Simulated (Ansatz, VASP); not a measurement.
# One calculation of BaTiO3, two programs

INCAR

```
SYSTEM = BaTiO3
  PREC = Accurate
  ENCUT = 520
  EDIFF = 1E-8
  ISMEAR = -1
  SIGMA = 0.08
  LREAL = .False.
  LASPH = .True.
  NELM = 100
  ALGO = Normal
  ISIF = 2
  LWAVE = .False.
  LCHARG = .False.
  GGA = PE
  LEFG = .True.
  NBANDS = 28
```

KPOINTS

```
regular mesh
0
Gamma
  7 7 7
  0 0 0
```

Contents of POSCAR:

```
BaTiO3
1.0
    3.9998000000      0.0000000000      0.0000000000
    0.0000000000      3.9998000000      0.0000000000
    0.0000000000      0.0000000000      4.1385400000
Ba Ti O
1 1 3
Direct
    0.0000000000      0.0000000000      0.0000000000
    0.5000000000      0.5000000000      0.4820000000
    0.5000000000      0.5000000000      0.0160000000
    0.5000000000      0.0000000000      0.5150000000
    0.0000000000      0.5000000000      0.5150000000
```

Input for Ansatz:

```yaml
crystal:
  lattice:
    - [3.9998, 0.0, 0.0]
    - [0.0, 3.9998, 0.0]
    - [0.0, 0.0, 4.13854]
  atoms:
    - { symbol: Ba, position: [0.0, 0.0, 0.0] }
    - { symbol: Ti, position: [0.5, 0.5, 0.482] }
    - { symbol: O, position: [0.5, 0.5, 0.016] }
    - { symbol: O, position: [0.5, 0.0, 0.515] }
    - { symbol: O, position: [0.0, 0.5, 0.515] }
kpoints:
  mp_grid: { grid: [7, 7, 7] }
scf:
  occupations: { method: fermi_dirac, width: 0.08 }
hamiltonian:
  xc: pbe
  pseudopotentials: { kind: all_electron, datasets: crystal }
output:
  forces: true
  stress: true
  eigenvalues: true
  efg: { contact_densities: true }
```

Change from the starting cell: zz strain of +3 %, crystal datasets.

Alike in both runs: task electric field gradients; functional PBE; k mesh 7 × 7 × 7; occupations fermi-dirac, width 0.08 eV; no spin polarisation.

|  | VASP | Ansatz |
| --- | --- | --- |
| version | VASP 6.6.1 | Ansatz 0.2.0 |
| potentials or method | VASP PAW PBE potentials, release 64 (Ba_sv, Ti_sv, O), cutoff 520 eV | all-electron PAW with datasets made for the crystal, scalar-relativistic |

|  | VASP | Ansatz | Ansatz less VASP |
| --- | --- | --- | --- |
| pressure (GPa) | -0.4 | -2.0 | -1.59 |
| traceless stress, the component that is largest in VASP (GPa) | -2.43 | -2.36 | +0.070 |
| rms of the force components (eV/Å) | 0.223 | 0.232 | +0.0098 |
| size of Vzz on the site where it differs most (V/Å²) | 2.3 | 1.5 | -0.73 |

Atom by atom the forces differ by 0.013 eV/Å (rms over components). Ansatz ran all-electron here, and VASP with PAW potentials.

Spin-orbit coupling is off throughout.
